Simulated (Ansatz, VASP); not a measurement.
One calculation of WC, two programs

```xyz
2
Lattice="2.9219 0.0000 0.0000 -1.4610 2.5305 0.0000 0.0000 0.0000 2.8473" Properties=species:S:1:pos:R:3 pbc="T T T"
W     0.0000    0.0000    0.0000
C     1.4610    0.8435    1.4237
```

Alike in both runs: functional PBE; k mesh 11 × 11 × 10; no spin polarisation.

Ansatz relaxed the structure, and its values are those at the end. VASP's run is a single point on that final structure, the one shown.

|  | VASP | Ansatz |
| --- | --- | --- |
| version | VASP 6.6.1 | Ansatz 0.2.0 |
| potentials or method | VASP PAW PBE potentials, release 64 (W_sv, C), cutoff 520 eV | plane waves, PAW |
| occupations | methfessel-paxton of order 1, width 0.1 eV | cold |
| valence electrons in the cell | 18 | 18 |

VASP gave:

```
pressure (GPa) : 1.1
```

Q: Estimate Ansatz's values.

A: Pressure (GPa): 0.0.

Neither program's run includes spin-orbit coupling.
